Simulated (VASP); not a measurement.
# H8CO6 in VASP: single point with r2SCAN

Aim: the single point of H8CO6 with r2SCAN.

All numbers are computed with VASP 6.6.1; they aren't measurements. Logs are shortened: lines on timing, memory, paths and dates and some standing lists are left out, and cuts for length are marked.

## Step 1: The cell of the first run

The cell holds a disordered packing, 15 atoms: a = 5.893 Å, b = 5.893 Å, c = 5.893 Å, α = 90.00°, β = 90.00°, γ = 90.00°.

## Step 2: Single point, r2SCAN

Input file POSCAR:

```
H8CO6
1.0
    5.8925310000      0.0000000000      0.0000000000
    0.0000000000      5.8925310000      0.0000000000
    0.0000000000      0.0000000000      5.8925310000
O H C
6 8 1
Direct
    0.1683819841      0.3966209541      0.5998501710
    0.1433128926      0.7652617020      0.3260837836
    0.8593176565      0.1216723702      0.4227377794
    0.5804817163      0.2519398859      0.7831082145
    0.6473305074      0.6505672512      1.1586019635
    0.8911338520      0.7269305314      0.8586839745
    0.0795033364      0.4824965913      0.7079164196
    0.0564035653      0.2898401327      0.5306790102
    0.2919037249      0.8214323668      0.2896357261
    0.1711717074      0.6270954637      0.4160547143
    0.9387794702     -0.0237722251      0.4141004551
    0.7588936286      0.1179942020      0.5539899609
    0.5583994922      0.2129496814      0.9396968320
    0.4306304546      0.2946582383      0.7256421001
    0.7702482115      0.6878489542      1.0095869951
```

Input file INCAR.step1:

```
PREC = Accurate ; ENCUT = 1100
ISMEAR = -1 ; SIGMA = 0.05
LREAL = Auto ; LASPH = T
NELM = 120 ; NBANDS = 37
GGA = PE ; ALGO = Normal
EDIFF = 1E-5 ; LWAVE = T
LCHARG = F ; GGA_COMPAT = F
```

Input file INCAR.step2:

```
PREC = Accurate ; ENCUT = 1100
EDIFF = 1E-6 ; ISMEAR = -1
SIGMA = 0.05 ; LREAL = Auto
LASPH = T ; NELM = 120
ALGO = Normal ; ISIF = 2
LWAVE = F ; LCHARG = T
METAGGA = R2SCAN ; LMIXTAU = T
LELF = T ; LVHAR = T
NBANDS = 37 ; ISTART = 1
GGA_COMPAT = F
```

Input file KPOINTS:

```
Automatic mesh
0
Gamma
  1 1 1
```

Potentials or basis: VASP PAW PBE potentials, release 64 (O_h, H_h, C_h).

Run with:

```sh
> cat potpaw_PBE.64/O_h/POTCAR potpaw_PBE.64/H_h/POTCAR potpaw_PBE.64/C_h/POTCAR > POTCAR
> cp INCAR.step1 INCAR
> mpirun -np 1 vasp_gam > vasp.out
> cp INCAR.step2 INCAR
> mpirun -np 1 vasp_gam > vasp.out
```

OUTCAR:

```text
PREC = Accurate
   ENCUT = 1100
   EDIFF = 1E-6
   ISMEAR = -1
   LREAL = Auto
   LASPH = T
   NELM = 120
   ISIF = 2
   METAGGA = R2SCAN
   ISTART = 1

 ion  position               nearest neighbor table
   1  0.168  0.397  0.600-   7 0.97   8 1.00
   2  0.143  0.765  0.326-   9 0.96  10 0.99
   3  0.859  0.122  0.423-  12 0.97  11 0.98
   4  0.580  0.252  0.783-  13 0.96  14 0.98
   5  0.647  0.651  0.159-  15 1.16
   6  0.891  0.727  0.859-  15 1.16
   7  0.080  0.482  0.708-   1 0.97
   8  0.056  0.290  0.531-   1 1.00
   9  0.292  0.821  0.290-   2 0.96
  10  0.171  0.627  0.416-   2 0.99
  11  0.939  0.976  0.414-   3 0.98
  12  0.759  0.118  0.554-   3 0.97
  13  0.558  0.213  0.940-   4 0.96
  14  0.431  0.295  0.726-   4 0.98
  15  0.770  0.688  0.010-   5 1.16   6 1.16

  LATTYP: Found a simple cubic cell.
 ALAT       =     5.8925310000

  Lattice vectors:

 A1 = (   5.8925310000,   0.0000000000,   0.0000000000)
 A2 = (   0.0000000000,   5.8925310000,   0.0000000000)
 A3 = (   0.0000000000,   0.0000000000,   5.8925310000)

Analysis of symmetry for initial positions (statically):
=====================================================================
 Subroutine PRICEL returns:
 Original cell was already a primitive cell.

 Routine SETGRP: Setting up the symmetry group for a
 simple cubic supercell.

 Subroutine GETGRP returns: Found  1 space group operations
 (whereof  1 operations were pure point group operations)
 out of a pool of 48 trial point group operations.

The static configuration has the point symmetry C_1 .

Analysis of symmetry for dynamics (positions and initial velocities):
=====================================================================
 Subroutine PRICEL returns:
 Original cell was already a primitive cell.

 Routine SETGRP: Setting up the symmetry group for a
 simple cubic supercell.

 Subroutine GETGRP returns: Found  1 space group operations
 (whereof  1 operations were pure point group operations)
 out of a pool of 48 trial point group operations.

The dynamic configuration has the point symmetry C_1 .

 Subroutine INISYM returns: Found  1 space group operations
 (whereof  1 operations are pure point group operations),
 and found     1 'primitive' translations

----------------------------------------------------------------------------------------

                                     Primitive cell

  volume of cell :     204.6000

  direct lattice vectors                    reciprocal lattice vectors
     5.892531000  0.000000000  0.000000000     0.169706362  0.000000000  0.000000000
     0.000000000  5.892531000  0.000000000     0.000000000  0.169706362  0.000000000
     0.000000000  0.000000000  5.892531000     0.000000000  0.000000000  0.169706362

  length of vectors
     5.892531000  5.892531000  5.892531000     0.169706362  0.169706362  0.169706362

  position of ions in fractional coordinates (direct lattice)
     0.168381984  0.396620954  0.599850171
     0.143312893  0.765261702  0.326083784
     0.859317656  0.121672370  0.422737779
     0.580481716  0.251939886  0.783108214
     0.647330507  0.650567251  0.158601963
     0.891133852  0.726930531  0.858683975
     0.079503336  0.482496591  0.707916420
     0.056403565  0.289840133  0.530679010
     0.291903725  0.821432367  0.289635726
     0.171171707  0.627095464  0.416054714
     0.938779470  0.976227775  0.414100455
     0.758893629  0.117994202  0.553989961
     0.558399492  0.212949681  0.939696832
     0.430630455  0.294658238  0.725642100
     0.770248211  0.687848954  0.009586995

  ion indices of the primitive-cell ions
   primitive index   ion index
                 1           1
                 2           2
                 3           3
                 4           4
                 5           5
                 6           6
                 7           7
                 8           8
                 9           9
                10          10
                11          11
                12          12
                13          13
                14          14
                15          15

----------------------------------------------------------------------------------------

 KPOINTS: Automatic mesh

Automatic generation of k-mesh.
 Grid dimensions read from file:
 generate k-points for:    1    1    1

 Generating k-lattice:

  Cartesian coordinates                     Fractional coordinates (reciprocal lattice)
     0.169706362  0.000000000  0.000000000     1.000000000  0.000000000  0.000000000
     0.000000000  0.169706362  0.000000000     0.000000000  1.000000000  0.000000000
     0.000000000  0.000000000  0.169706362     0.000000000  0.000000000  1.000000000

  Length of vectors
     0.169706362  0.169706362  0.169706362

  Shift w.r.t. Gamma in fractional coordinates (k-lattice)
     0.000000000  0.000000000  0.000000000

 Subroutine IBZKPT returns following result:
 ===========================================

 Found      1 irreducible k-points:

 Following reciprocal coordinates:
            Coordinates               Weight
  0.000000  0.000000  0.000000      1.000000
   k-points           NKPTS =      1   k-points in BZ     NKDIM =      1   number of bands    NBANDS=     37
   number of dos      NEDOS =    301   number of ions     NIONS =     15
   total plane-waves  NPLWV = 262144
   dimension x,y,z NGX =    64 NGY =   64 NGZ =   64
   dimension x,y,z NGXF=   128 NGYF=  128 NGZF=  128
   ions per type =               6   8   1
   NGX,Y,Z   is equivalent  to a cutoff of  18.06, 18.06, 18.06 a.u.
   NGXF,Y,Z  is equivalent  to a cutoff of  36.11, 36.11, 36.11 a.u.
 SYSTEM =  unknown system
   PREC   = accura    normal or accurate (medium, high low for compatibility)
   ISTART =      1    job   : 0-new  1-cont  2-samecut
   ICHARG =      0    charge: 1-file 2-atom 10-const
   ISPIN  =      1    spin polarized calculation?
   LNONCOLLINEAR =      F non collinear calculations
   LSORBIT =      F    spin-orbit coupling
   LASPH  =      T    aspherical Exc in radial PAW
   ENCUT  = 1100.0 eV  80.85 Ry    8.99 a.u.  15.94 15.94 15.94*2*pi/ulx,y,z
   NELM   =    120;   NELMIN=  2; NELMDL=  0     # of ELM steps
   EDIFF  = 0.1E-05   stopping-criterion for ELM
   LREAL  =      T    real-space projection
   EDIFFG = 0.1E-04   stopping-criterion for IOM
   NSW    =      0    number of steps for IOM
   IBRION =     -1    ionic relax: 0-MD 1-quasi-New 2-CG
   NFREE  =      0    steps in history (QN), initial steepest desc. (CG)
   ISIF   =      2    stress and relaxation
   ISYM   =      2    0-nonsym 1-usesym 2-fastsym
   POTIM  = 0.5000    time-step for ionic-motion
   TEBEG  =    0.0;   TEEND  =   0.0 temperature during run
   PSTRESS=    0.0 pullay stress
   NELECT =      48.0000    total number of electrons
   NUPDOWN=      -1.0000    fix difference up-down
   EMIN   =  10.00;   EMAX   =-10.00  energy-range for DOS
   EFERMI =   0.00;   METHOD = LEGACY
   ISMEAR =    -1;   SIGMA  =   0.05  broadening in eV -4-tet -1-fermi 0-gaus
   EFERMI_NEDOS =   21; number of points for ismear=-14 and -15
   IALGO  =     38    algorithm
   IMIX   =      4    mixing-type and parameters
     AMIX     =   0.40;   BMIX     =  1.00
     AMIX_MAG =   1.60;   BMIX_MAG =  1.00
  volume/ion in A,a.u.               =      13.64        92.05
  Fermi-wavevector in a.u.,A,eV,Ry     =   1.009687  1.908031 13.870698  1.019468
  Thomas-Fermi vector in A             =   2.142630
   LORBIT       =      0    0 simple, 1 ext, 2 COOP (PROOUT), +10 PAW based schemes
   METAGGA = R2SCAN    functional components
   LHFCALC =     F    Hartree Fock is set to
   AEXX    =    0.0000 exact exchange contribution
   IVDW    =     0    specifies the selected vdW correction
   LEPSILON=     F    determine dielectric tensor
   LRPA    =     F    only Hartree local field effects (RPA)
 non-spin polarized calculation
  energy-cutoff  :     1100.00
  volume of cell :      204.60
 maximum number of plane-waves:      8440
 NGX is ok and might be reduce to    64
   NGX = 31   NGY = 31   NGZ = 31

 number of electron      48.0000001 magnetization

 Free energy of the ion-electron system (eV)
  ---------------------------------------------------
  ext. energy  EPLUGINS =         0.00000000
  ---------------------------------------------------
  free energy    TOTEN  =       -89.43945318 eV

  energy without entropy =      -89.43945318  energy(sigma->0) =      -89.43945318

 E-fermi :  -3.0025     XC(G=0):  -6.2883

 val. band max:       -4.3058645650   @ k =   0.0000   0.0000   0.0000
 cond. band min:       1.2902052016   @ k =   0.0000   0.0000   0.0000
 fundamental gap:      5.5960697666
 Fermi energy:        -3.0024550741

 k-point     1 :       0.0000    0.0000    0.0000
  band No.  band energies     occupation
      1     -27.6156      2.00000
      2     -26.5310      2.00000
      3     -23.9059      2.00000
      4     -23.4660      2.00000
      5     -23.2094      2.00000
      6     -23.0052      2.00000
[... 28 lines left out ...]
     35       8.0261      0.00000
     36       8.3776      0.00000
 [bands above 36 left out]

------------------------ aborting loop because EDIFF is reached ----------------------------------------

  FORCE on cell =-STRESS in cart. coord.  units (eV):
  Direction    XX          YY          ZZ          XY          YZ          ZX
  --------------------------------------------------------------------------------------
  -------------------------------------------------------------------------------------
  Total       -0.7285653     -0.0018952     -0.4154425      0.1317200     -0.1372368     -0.3363491
  in kB       -5.7052336     -0.0148411     -3.2532383      1.0314699     -1.0746713     -2.6338756
  external PRESSURE =      -2.9911043 kB  Pullay stress =       0.0000000 kB

 VOLUME and BASIS-vectors are now :
 -----------------------------------------------------------------------------
  energy-cutoff  :     1100.00
  volume of cell :      204.60
      direct lattice vectors                 reciprocal lattice vectors
     5.892531000  0.000000000  0.000000000     0.169706362  0.000000000  0.000000000
     0.000000000  5.892531000  0.000000000     0.000000000  0.169706362  0.000000000
     0.000000000  0.000000000  5.892531000     0.000000000  0.000000000  0.169706362

 POSITION                                       TOTAL-FORCE (eV/Angst)
 -----------------------------------------------------------------------------------
      0.99220      2.33710      3.53464        -0.019463      0.137858      0.132204
      0.84448      4.50933      1.92146         0.037383     -0.073784      0.044116
      5.06356      0.71696      2.49100        -0.011812     -0.012955      0.043497
      3.42051      1.48456      4.61449         0.039677     -0.031684     -0.016019
      3.81442      3.83349      0.93457         0.053143      0.033579     -0.140318
      5.25103      4.28346      5.05982        -0.113088     -0.020566      0.075952
      0.46848      2.84313      4.17142         0.075399     -0.089165     -0.017084
      0.33236      1.70789      3.12704        -0.034863     -0.052686     -0.061537
      1.72005      4.84032      1.70669        -0.005935     -0.004679     -0.012965
      1.00863      3.69518      2.45162        -0.062803      0.080623     -0.074386
      5.53179      5.75245      2.44010         0.019392      0.011047     -0.016699
      4.47180      0.69528      3.26440         0.009247      0.021819     -0.039578
      3.29039      1.25481      5.53719        -0.003265     -0.002950      0.048875
      2.53750      1.73628      4.27587        -0.039717      0.017592     -0.019022
      4.53871      4.05317      0.05649         0.056705     -0.014050      0.052962
 -----------------------------------------------------------------------------------
    total drift:                               -0.011712      0.007945      0.002358

  FREE ENERGIE OF THE ION-ELECTRON SYSTEM (eV)
  ---------------------------------------------------
  free  energy   TOTEN  =       -89.4394531818 eV

  energy  without entropy=      -89.4394531818  energy(sigma->0) =      -89.43945318
```

It took 3.9 min on 1 thread of Intel Xeon 6975P-C (Granite Rapids), shared host; peak memory 0.6 GiB.

Results:

- Free energy: -89.4395 eV
- Pressure: -0.3 GPa
- Largest force: 0.192 eV/Å

Forces in eV/Å, atoms in the order of the input:
```
O   -0.019  0.138  0.132
O    0.037 -0.074  0.044
O   -0.012 -0.013  0.043
O    0.040 -0.032 -0.016
O    0.053  0.034 -0.140
O   -0.113 -0.021  0.076
H    0.075 -0.089 -0.017
H   -0.035 -0.053 -0.062
H   -0.006 -0.005 -0.013
H   -0.063  0.081 -0.074
H    0.019  0.011 -0.017
H    0.009  0.022 -0.040
H   -0.003 -0.003  0.049
H   -0.040  0.018 -0.019
C    0.057 -0.014  0.053
```

Stress tensor (GPa, compression positive):
```
-0.57  0.10 -0.26
 0.10  0.00 -0.11
-0.26 -0.11 -0.33
```

Levels at points of the mesh, in eV from the Fermi level:
| k point | band 20 | band 21 | band 22 | band 23 | band 24 | band 25 | band 26 | band 27 | band 28 | band 29 |
| --- | --- | --- | --- | --- | --- | --- | --- | --- | --- | --- |
| (0.00, 0.00, 0.00) | -2.89 | -1.84 | -1.69 | -1.63 | -1.30 | 4.29 | 6.05 | 6.25 | 8.12 | 8.33 |

Caveat: the k points lie up to 1.07 Å⁻¹ apart, too coarse for converged energies, forces and pressures; the PAW data sets were made with another functional, which shifts forces and pressure a little.
